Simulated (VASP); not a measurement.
Set up this calculation in VASP 6.6.1, as the native input.

```
Task                   : single point
Functional             : PBE
Potentials or basis    : VASP PAW PBE potentials, release 64 (Ti_sv, B)
Cutoff                 : 520 eV
k mesh                 : 8 × 6 × 4
Occupations            : gaussian, width 0.2 eV
Spin                   : no spin polarisation
Dipole correction      : no
Further INCAR settings : ALGO = Normal; EDIFF = 1e-06; NBANDS = 27
```

The structure of TiB2 lies in POSCAR:

```
TiB2
1.0
   -3.0318048489      0.0000000000      0.0000000000
    0.0000000000      0.0000000000     -3.2242294749
    0.0000000000     -5.2512400370      0.0000000000
Ti B
2 4
Direct
    1.0000000000      0.0000000000      1.0000000000
    0.5000000000      0.0000000000      0.5000000000
    0.0000000000      0.5000000000      0.6666666667
    0.5000000000      0.5000000000      0.1666666667
    0.5000000000      0.5000000000      0.8333333333
    0.0000000000      0.5000000000      0.3333333333
```

The input as run:

INCAR

```
PREC = Accurate
ENCUT = 520
EDIFF = 1E-6
ISMEAR = 0
SIGMA = 0.2
LREAL = F
LASPH = T
NELM = 60
ALGO = Normal
ISIF = 2
LWAVE = F
LCHARG = T
GGA = PE
LELF = T
LVHAR = T
NBANDS = 27
```

KPOINTS

```
regular mesh
0
Gamma
  8 6 4
```

Potentials or basis: VASP PAW PBE potentials, release 64 (Ti_sv, B).

Run with:

```bash
$ cat potpaw_PBE.64/Ti_sv/POTCAR potpaw_PBE.64/B/POTCAR > POTCAR
$ mpirun -np 1 vasp_std > vasp.out
```

It gave:

```
Pressure               : 0.3 GPa
Largest force          : 0.006 eV/Å
Band gap on the k mesh : zero (band 18 reaches 10.17 eV, above the bottom of band 19 at 9.80 eV)
```

It took 55 s on 1 thread of Intel(R) Xeon(R) Platinum 8259CL CPU @ 2.50GHz (Skylake/Cascade Lake), on a shared host, peak memory 0.2 GiB.
